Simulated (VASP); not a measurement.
The system is Be3V.

```
Be V
1.0
     0.00000    2.66838    2.66838
     2.66838    0.00000    2.66838
     2.66838    2.66838    0.00000
Be V
3 1
Direct
  0.25000 0.25000 0.25000
  0.75000 0.75000 0.75000
  0.50000 0.50000 0.50000
  0.00000 0.00000 0.00000
```

Base run:

```yaml
Program: VASP 6.6.1
Functional: PBE
Potentials_or_basis: VASP PAW PBE potentials, release 64 (Be, V_sv)
Cutoff: 520 eV
k_mesh: 14 × 14 × 14
Occupations: gaussian, width 0.1 eV
Spin: collinear spin, ferromagnetic start
Starting_moments: "[0.0, 0.0, 0.0, 2.0] μB"
```

Its results: pressure -0.8 GPa; net moment 0.02 μB per cell; site moments Be -0.00; V +0.02 μB.

Question: The run is repeated on the same cell with these changes: moments at the start from [0.0, 0.0, 0.0, 2.0] to [0.0, 0.0, 0.0, 3.5]. What comes out?

Answer: Pressure -0.3 GPa; net moment 0.17 μB per cell; site moments Be -0.00, -0.01; V +0.18 μB.
